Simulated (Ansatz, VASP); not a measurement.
TiPt3 in VASP and in Ansatz

INCAR

```
ALGO = Normal
EDIFF = 1E-8
ENCUT = 520
GGA = PS
ISIF = 2
ISMEAR = -1
LASPH = True
LCHARG = False
LEFG = True
LREAL = False
LWAVE = False
NBANDS = 29
NELM = 60
PREC = Accurate
SIGMA = 0.05
```

KPOINTS

```
k-points
0
Gamma
  9 9 9
```

File POSCAR:

```
TiPt3
1.0
    3.8174470657      0.0000000000      0.0000000000
    0.0000000000      3.8174470657      0.0000000000
    0.0000000000      0.0000000000      3.8174470657
Ti Pt
1 3
Direct
    0.0000000000      0.0000000000      0.0000000000
    0.0000000000      0.5000000000      0.5000000000
    0.5000000000      0.0000000000      0.5000000000
    0.5000000000      0.5000000000      0.0000000000
```

Input for Ansatz:

```yaml
crystal:
  lattice:
    - [3.8174470657, 0.0, 0.0]
    - [0.0, 3.8174470657, 0.0]
    - [0.0, 0.0, 3.8174470657]
  atoms:
    - { symbol: Ti, position: [0.0, 0.0, 0.0] }
    - { symbol: Pt, position: [0.0, 0.5, 0.5] }
    - { symbol: Pt, position: [0.5, 0.0, 0.5] }
    - { symbol: Pt, position: [0.5, 0.5, 0.0] }
kpoints:
  mp_grid: { grid: [9, 9, 9] }
scf:
  occupations: { method: fermi_dirac, width: 0.05 }
hamiltonian:
  xc: pbesol
  pseudopotentials: { kind: paw }
output:
  forces: true
  stress: true
  eigenvalues: true
  efg: { contact_densities: true }
```

Change from the starting cell: volume scaled by 0.94, PAW files.

Alike in both runs: task electric field gradients; functional PBEsol; k mesh 9 × 9 × 9; occupations fermi-dirac, width 0.05 eV; no spin polarisation.

```csv
,VASP,Ansatz
version,VASP 6.6.1,Ansatz 0.2.0
potentials or method,"VASP PAW PBE potentials, release 64 (Ti_sv, Pt)","PAW with Ansatz's default frozen-core files, scalar-relativistic"
plane-wave cutoff (eV),520,420
valence electrons in the cell,42,66
```

```csv
,VASP,Ansatz,Ansatz less VASP
pressure (GPa),19.6,19.9,+0.26
size of Vzz on the site where it differs most (V/Å²),73.1,80.4,+7.32
```

VASP's potentials were made for PBE, not for PBEsol. VASP's potentials hold 42 valence electrons a cell and Ansatz's 66, so a difference there can come from the potentials and not from the codes.

Neither program's run includes spin-orbit coupling.
